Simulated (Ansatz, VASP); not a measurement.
## AlNi3 in VASP and in Ansatz

```xyz
4
Lattice="-2.3691 2.3691 2.3691 2.3691 -2.3691 2.3691 2.3691 2.3691 -2.3691" Properties=species:S:1:pos:R:3 pbc="T T T"
Al    0.0000    0.0000    0.0000
Ni    2.3691    0.0000    0.0000
Ni    0.0000    2.3691    0.0000
Ni    0.0000    0.0000    2.3691
```

Alike in both runs: functional PBE; k mesh 6 × 6 × 6; occupations gaussian, width 0.1 eV; collinear spin.

Ansatz relaxed the structure, and its values are those at the end. VASP's run is a single point on that final structure, the one shown.

|  | VASP | Ansatz |
| --- | --- | --- |
| version | VASP 6.6.1 | Ansatz 0.2.0 |
| potentials or method | VASP PAW PBE potentials, release 64 (Al, Ni), cutoff 520 eV | scalar-relativistic, plane waves, PAW |
| valence electrons in the cell | 33 | 57 |

|  | VASP | Ansatz | Ansatz less VASP |
| --- | --- | --- | --- |
| gap on the k mesh at the Fermi level (eV) | none | none | - |
| pressure (GPa) | 0.0 | 0.0 | +0.04 |
| net moment per atom (μB) | 0.08 | 0.10 | +0.019 |
| size of the moment on the site where the two differ most (μB) | 0.11 | 0.13 | +0.028 |

Site moments also hang on the region over which each program counts them. A gap of «none» marks a metal or a gap that the smearing closes. The functional is the same, so the differences come from potentials, cutoffs and numerics. VASP's potentials hold 33 valence electrons a cell and Ansatz's 57, so a difference there can come from the potentials and not from the codes. Ansatz's warnings: seeded moment not kept.
